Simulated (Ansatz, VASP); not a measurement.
Two plane-wave programs on CuRh2

```
Cu Rh
1.0
     0.00000    2.84597    2.84597
     2.84597    0.00000    2.84597
     2.84597    2.84597    0.00000
Cu Rh
1 2
Direct
  0.00000 0.00000 0.00000
  0.25000 0.25000 0.25000
  0.75000 0.75000 0.75000
```

Alike in both runs: functional PBE; k mesh 14 × 14 × 14; occupations gaussian, width 0.1 eV; no spin polarisation.

Ansatz relaxed the structure, and its values are those at the end. VASP's run is a single point on that final structure, the one shown.

```csv
,VASP,Ansatz
version,VASP 6.6.1,Ansatz 0.2.0
potentials or method,"VASP PAW PBE potentials, release 64 (Cu, Rh_pv), cutoff 520 eV","scalar-relativistic, plane waves, PAW"
valence electrons in the cell,41,53
```

Ansatz gave:

* gap on the k mesh at the Fermi level (eV): none
* pressure (GPa): 0.0

Q: Which values does VASP return?

A: gap on the k mesh at the Fermi level (eV): none; pressure (GPa): 0.1.

A gap of «none» marks a metal or a gap that the smearing closes. VASP's potentials hold 41 valence electrons a cell and Ansatz's 53, so a difference there can come from the potentials and not from the codes.
